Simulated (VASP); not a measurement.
Input of a VASP 6.6.1 run:

Contents of INCAR:

```
ALGO     = Normal         # electronic algorithm
EDIFF    = 1E-6           # SCF threshold, eV
ENCUT    = 520            # plane-wave cutoff, eV
ISIF     = 2              # what is computed and relaxed
ISMEAR   = -1             # smearing method
ISPIN    = 2              # spin polarisation
LASPH    = True           # aspherical terms in the spheres
LCHARG   = False          # write CHGCAR
LMAXMIX  = 4              # l up to which the mixer works
LORBIT   = 11             # projections on sites
LREAL    = False          # projectors in reciprocal space
LWAVE    = False          # write WAVECAR
MAGMOM   = 2 2            # initial moments
NBANDS   = 20             # bands
NELM     = 150            # most SCF steps
PREC     = Accurate       # precision mode
SIGMA    = 0.05           # smearing width, eV
```

Contents of KPOINTS:

```
k-points
0
Gamma
  12 12 7
```

POSCAR

```
Co
1.0
    2.4270134005      0.0000000000      0.0000000000
   -1.2135067002      2.1018552601      0.0000000000
    0.0000000000      0.0000000000      3.9160919873
Co
2
Direct
    0.6666666667      0.3333333333      0.7500000000
    0.3333333333      0.6666666667      0.2500000000
```

Potentials or basis: VASP PAW LDA potentials, release 64 (Co).

Run with:

```sh
$ cat potpaw_LDA.64/Co/POTCAR > POTCAR
$ mpirun -np 1 vasp_std > vasp.out
```

Task: Predict the pressure.

Result: -0.8 GPa.

Task: Estimate the net moment.

Result: 2.96 μB per cell.

Stress tensor (GPa, compression positive):
```
-0.71  0.00  0.00
 0.00 -0.71  0.00
 0.00  0.00 -0.85
```
